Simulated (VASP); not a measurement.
# Pt (I4/mmm) in VASP: further runs, part 2 of 2

VASP 6.6.1.

### Step 3. Single point, PBE (strain +0.0500 x Voigt [1, 1, 0, 0, 0, 0])

Contents of INCAR:

```
SYSTEM = Pt
  PREC = Accurate
  ENCUT = 520
  EDIFF = 1E-7
  ISMEAR = -1
  SIGMA = 0.02
  LREAL = .FALSE.
  LASPH = .TRUE.
  NELM = 80
  ALGO = Normal
  ISIF = 2
  LWAVE = .FALSE.
  LCHARG = .FALSE.
  GGA = PE
  NBANDS = 11
```

Contents of KPOINTS:

```
Automatic mesh
0
G
  20 20 20
  0 0 0
```

Contents of POSCAR:

```
Pt
1.0
    0.0000000000      2.0557950000      1.9579000000
    2.0557950000      0.0000000000      1.9579000000
    2.0557950000      2.0557950000      0.0000000000
Pt
1
Direct
    0.0000000000      0.0000000000      0.0000000000
```

Potentials or basis: VASP PAW PBE potentials, release 64 (Pt).

Started as:

```console
$ cat potpaw_PBE.64/Pt/POTCAR > POTCAR
$ mpirun -np 1 vasp_std > vasp.out
```

OUTCAR:

```text
SYSTEM = Pt
   PREC = Accurate
   ENCUT = 520
   EDIFF = 1E-7
   ISMEAR = -1
   LREAL = .FALSE.
   LASPH = .TRUE.
   NELM = 80
   ISIF = 2
   GGA = PE

 ion  position               nearest neighbor table
   1  0.000  0.000  0.000-

  LATTYP: Found a body centered tetragonal cell.
 ALAT       =     2.9073331705
 C/A-ratio  =     1.3468700594

  Lattice vectors:

 A1 = (   0.0000000000,  -2.0557950000,  -1.9579000000)
 A2 = (   0.0000000000,   2.0557950000,  -1.9579000000)
 A3 = (   2.0557950000,   0.0000000000,   1.9579000000)

Analysis of symmetry for initial positions (statically):
=====================================================================
 Subroutine PRICEL returns:
 Original cell was already a primitive cell.

 Routine SETGRP: Setting up the symmetry group for a
 body centered tetragonal supercell.

 Subroutine GETGRP returns: Found 16 space group operations
 (whereof 16 operations were pure point group operations)
 out of a pool of 16 trial point group operations.

The static configuration has the point symmetry D_4h.

Analysis of symmetry for dynamics (positions and initial velocities):
[... 171 lines left out ...]
      4       6.6472      2.00000
      5       7.8699      2.00000
      6       8.4201      2.00000
      7      24.4540      0.00000
      8      28.5105      0.00000
      9      28.5105      0.00000
     10      29.5957      0.00000
     11      33.9315      0.00000
[... 309 lines left out ...]
 k-point    24 :      -0.3500    0.0500    0.0000
  band No.  band energies     occupation
      1       3.1425      2.00000
      2       6.2281      2.00000
      3       6.6108      2.00000
      4       7.1650      2.00000
      5       8.9354      2.00000
      6       9.3744      1.99967
      7      18.1049      0.00000
      8      24.7193      0.00000
      9      28.6509      0.00000
     10      29.3713      0.00000
     11      34.1403      0.00000

 [... further k-points ...]

------------------------ aborting loop because EDIFF is reached ----------------------------------------

  FORCE on cell =-STRESS in cart. coord.  units (eV):
  Direction    XX          YY          ZZ          XY          YZ          ZX
  --------------------------------------------------------------------------------------
  -------------------------------------------------------------------------------------
  Total       -1.3507685     -1.3507685     -1.1020378      0.0000000     -0.0000000      0.0000000
  in kB     -130.7709808   -130.7709808   -106.6907935      0.0000000     -0.0000000      0.0000000
  external PRESSURE =    -122.7442517 kB  Pullay stress =       0.0000000 kB

 VOLUME and BASIS-vectors are now :
 -----------------------------------------------------------------------------
  energy-cutoff  :      520.00
  volume of cell :       16.55
      direct lattice vectors                 reciprocal lattice vectors
     0.000000000  2.055795000  1.957900000    -0.243214912  0.243214912  0.255375658
     2.055795000  0.000000000  1.957900000     0.243214912 -0.243214912  0.255375658
     2.055795000  2.055795000  0.000000000     0.243214912  0.243214912 -0.255375658

 POSITION                                       TOTAL-FORCE (eV/Angst)
 -----------------------------------------------------------------------------------
      0.00000      0.00000      0.00000         0.000000     -0.000000      0.000000
 -----------------------------------------------------------------------------------
    total drift:                               -0.000000      0.000000     -0.000000

  FREE ENERGIE OF THE ION-ELECTRON SYSTEM (eV)
  ---------------------------------------------------
  free  energy   TOTEN  =        -6.0580230601 eV

  energy  without entropy=       -6.0555178617  energy(sigma->0) =       -6.05677046
```

OSZICAR:

```text
N       E                     dE             d eps       ncg     rms          rms(c)
DAV:   1     0.395675207682E+02    0.39568E+02   -0.52781E+03 14382   0.835E+02
DAV:   2    -0.581765224168E+01   -0.45385E+02   -0.43380E+02 16001   0.173E+02
DAV:   3    -0.643694719783E+01   -0.61929E+00   -0.61474E+00 16477   0.194E+01
DAV:   4    -0.643946205919E+01   -0.25149E-02   -0.25146E-02 16123   0.146E+00
DAV:   5    -0.643948399493E+01   -0.21936E-04   -0.21936E-04 16534   0.127E-01    0.979E+00
DAV:   6    -0.608795823248E+01    0.35153E+00   -0.93953E-01 15095   0.743E+00    0.518E+00
DAV:   7    -0.606061454275E+01    0.27344E-01   -0.10660E-01 16238   0.244E+00    0.236E+00
DAV:   8    -0.605817079793E+01    0.24437E-02   -0.33149E-03 15268   0.475E-01    0.484E-01
DAV:   9    -0.605802206682E+01    0.14873E-03   -0.92213E-05 15767   0.823E-02    0.558E-02
DAV:  10    -0.605802333696E+01   -0.12701E-05   -0.36978E-06 16975   0.156E-02    0.765E-03
DAV:  11    -0.605802311088E+01    0.22608E-06   -0.43466E-08 13366   0.187E-03    0.775E-04
DAV:  12    -0.605802306009E+01    0.50795E-07   -0.61393E-09  8182   0.639E-04
   1 F= -.60580231E+01 E0= -.60567705E+01  d E =-.250520E-02
```

stdout:

```text
POSCAR found type information on POSCAR Pt
 POSCAR found :  1 types and       1 ions
 scaLAPACK will be used
 LDA part: xc-table for (Slater+PW92), standard interpolation
 POSCAR, INCAR and KPOINTS ok, starting setup
 FFT: planning ... GRIDC
 FFT: planning ... GRID_SOFT
 FFT: planning ... GRID
 WAVECAR not read
 entering main loop
```

Wall time 65 s (1 thread of Intel Xeon Platinum 8488C (Sapphire Rapids), shared host); peak memory 0.24 GiB.

Results:

```
Free energy            : -6.0580 eV
Pressure               : -12.3 GPa
Band gap on the k mesh : zero (bands 5 and 6 overlap by 2.05 eV)
```

Stress tensor (GPa, compression positive):
```
-13.08   0.00   0.00
  0.00 -13.08   0.00
  0.00   0.00 -10.67
```

Levels at points of the mesh, in eV from the Fermi level:
```tsv
k point	band 3	band 4	band 5	band 6	band 7	band 8
(0.00, 0.00, 0.00)	-3.39	-2.90	-1.68	-1.13	14.91	18.96
(0.50, 0.00, 0.00)	-3.03	-0.09	-0.07	0.16	5.20	14.34
(0.50, 0.50, 0.00)	-0.01	0.44	0.44	2.59	8.72	10.55
(0.50, 0.00, 0.50)	-0.01	0.21	0.59	1.70	7.57	11.30
```

Caveat: the cell differs from its parent crystal (strain +0.0500 x Voigt [1, 1, 0, 0, 0, 0]); the cell stands under tension; spin-orbit coupling is left out, which moves the levels of the heavy elements.
